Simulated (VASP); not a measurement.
Crystal: Ni.

```
Ni
1.0
     0.00000    2.45346    2.45346
     2.45346    0.00000    2.45346
     2.45346    2.45346    0.00000
Ni
2
Cartesian
  0.6134 0.6134 0.6134
  4.2936 4.2936 4.2936
```

This isn't the form of Ni at room conditions, which is fcc.

```yaml
Program: VASP 6.6.1
Task: relaxation of cell and atoms
Functional: PBEsol
Potentials_or_basis: VASP PAW PBE potentials, release 64 (Ni)
Cutoff: 600 eV
k_mesh: 11 × 11 × 11
Occupations: fermi-dirac, width 0.05 eV
Spin: collinear spin, ferromagnetic start
Starting_moments: "[0.8, 0.8] μB"
```

At the start: pressure 7.1 GPa; volume 14.77 Å³/atom.

Problem. Where does the relaxation end?

Solution. Over 3 steps the energy falls by 19.0 meV/atom and the volume is 15.67 Å³/atom (+6.1 %); space group Fd-3m (No. 227, to 0.1 Å) before and after; moment 1.60 μB per cell.

Step by step:
| step | energy change (eV) | largest force (eV/Å) | pressure (GPa) | volume (Å³) |
| --- | --- | --- | --- | --- |
| 1 | 0.0000 | 0.0000 | 7.13 | 29.54 |
| 2 | -0.0262 | 0.0000 | -3.26 | 32.44 |
| 3 | -0.0380 | 0.0000 | 0.01 | 31.34 |

Final structure:
```yaml
crystal:
  lattice:
    - [0.00000, 2.50239, 2.50239]
    - [2.50239, 0.00000, 2.50239]
    - [2.50239, 2.50239, 0.00000]
  atoms:
    - { symbol: Ni, position: [0.12500, 0.12500, 0.12500] }
    - { symbol: Ni, position: [0.87500, 0.87500, 0.87500] }
```

Caveat: the PAW data sets were made with another functional, which shifts forces and pressure a little.
